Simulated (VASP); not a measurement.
Runs of VASP 6.6.1 on GaSi3C3N (an interface model). The cell holds layers of an interface, 16 atoms: a = 5.048 Å, b = 3.076 Å, c = 10.817 Å, α = 90.00°, β = 90.00°, γ = 90.00°. 

| spin | k mesh | gap on the mesh (eV) | pressure (GPa) | moment (μB) | largest force (eV/Å) |
| --- | --- | --- | --- | --- | --- |
| off | 3 × 4 × 1 | 2.29 | 2.9 | - | 3.54 |
| off | 2 × 2 × 2 | 2.29 | 4.0 | - | 3.66 |
| collinear, ferromagnetic start | 2 × 2 × 1 | 2.26 | (a) | 0.00 | 3.70 |
| collinear, ferromagnetic start | 3 × 4 × 1 | 2.29 | 2.9 | 0.00 | 3.54 |

Alike in all rows: task single point; level PBEsol; potentials or basis VASP PAW PBE potentials, release 64 (Si, Ga_d, C, N); cell as given; cutoff (eV) 520; smearing fermi-dirac 0.05 eV.

Question: Estimate the missing entries.

Answer: (a) 3.9.

Caveats: all runs use coarse meshes; the PAW data sets were made with another functional, which shifts forces and pressure a little.

A k mesh can miss the band edges, and the runs leave out spin-orbit coupling on Ga.
